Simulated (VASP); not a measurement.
The system is CaF2.

```xyz
3
Lattice="0.0000 2.7310 2.7310 2.7310 0.0000 2.7310 2.7310 2.7310 0.0000" Properties=species:S:1:pos:R:3 pbc="T T T"
Ca    0.0000    0.0000    0.0000
F     1.3655    1.3655    1.3655
F     4.0965    4.0965    4.0965
```

```yaml
Program: VASP 6.6.1
Task: relaxation of cell and atoms
Functional: LDA
Potentials_or_basis: VASP PAW LDA potentials, release 64 (Ca_sv, F)
Cutoff: 600 eV
k_mesh: 8 × 8 × 8
Occupations: gaussian, width 0.03 eV
Spin: no spin polarisation
```

At the start: pressure -6.2 GPa; volume 13.58 Å³/atom.

Question: Where does the relaxation end?

Answer: Over 3 steps the energy falls by 19.5 meV/atom and the volume is 12.64 Å³/atom (-6.9 %); space group Fm-3m (No. 225, to 0.1 Å) before and after.

The path:
```
step  energy change (eV)  largest force (eV/Å)  pressure (GPa)  volume (Å³)
   1              0.0000                0.0000           -6.23        40.74
   2             -0.0581                0.0000            0.60        37.70
   3             -0.0585                0.0000           -0.01        37.92
```

Final structure:
```
Ca F
1.0
     0.00000    2.66647    2.66647
     2.66647    0.00000    2.66647
     2.66647    2.66647    0.00000
Ca F
1 2
Direct
  0.00000 0.00000 0.00000
  0.25000 0.25000 0.25000
  0.75000 0.75000 0.75000
```
